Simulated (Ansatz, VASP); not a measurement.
## One calculation of O, two programs

Contents of INCAR:

```
  PREC = Accurate
  ENCUT = 520
  EDIFF = 1E-7
  ISMEAR = -1
  SIGMA = 0.05
  LREAL = F
  LASPH = T
  NELM = 100
  ALGO = Normal
  ISIF = 2
  LWAVE = F
  LCHARG = F
  GGA = PE
  NBANDS = 13
```

The input KPOINTS:

```
regular mesh
0
Gamma
  10 10 8
```

File POSCAR:

```
O
1.0
    2.8981554719     -1.6896735049      0.0000000000
    2.8981554719      1.6896735049      0.0000000000
   -2.4337523388      0.0000000000      3.7068485185
O
2
Direct
    0.0254538300      0.0254538300      0.1555740200
    0.9745461700      0.9745461700      0.8444259800
```

Input for Ansatz:

```yaml
crystal:
  lattice:
    - [2.8981554719, -1.6896735049, 0.0]
    - [2.8981554719, 1.6896735049, 0.0]
    - [-2.4337523388, 0.0, 3.7068485185]
  atoms:
    - { symbol: O, position: [0.02545383, 0.02545383, 0.15557402] }
    - { symbol: O, position: [0.97454617, 0.97454617, 0.84442598] }
kpoints:
  mp_grid: { grid: [10, 10, 8] }
scf:
  occupations: { method: fermi_dirac, width: 0.05 }
  lower_state_search: "off"
hamiltonian:
  xc: pbe
  pseudopotentials: { kind: all_electron, lapw: { basis_error: 0.001 } }
output:
  forces: true
  stress: true
  eigenvalues: false
```

Change from the starting cell: volume scaled by 1.05, no spin polarisation, LAPW.

Alike in both runs: task single point; functional PBE; k mesh 10 × 10 × 8; occupations fermi-dirac, width 0.05 eV; no spin polarisation.

```csv
,VASP,Ansatz
version,VASP 6.6.1,Ansatz 0.2.0
potentials or method,"VASP PAW PBE potentials, release 64 (O), cutoff 520 eV","all-electron LAPW, scalar-relativistic"
```

```tsv
	VASP	Ansatz	Ansatz less VASP
pressure (GPa)	-2.8	-4.3	-1.53
traceless stress, the component that is largest in VASP (GPa)	2.24	3.28	+1.038
rms of the force components (eV/Å)	0.344	0.900	+0.5558
```

Atom by atom the forces differ by 0.562 eV/Å (rms over components). Ansatz ran all-electron here, and VASP with PAW potentials.

Noted on VASP's run: the standard files for N, O and F lose accuracy on very short bonds; spin is off for a triplet molecule.
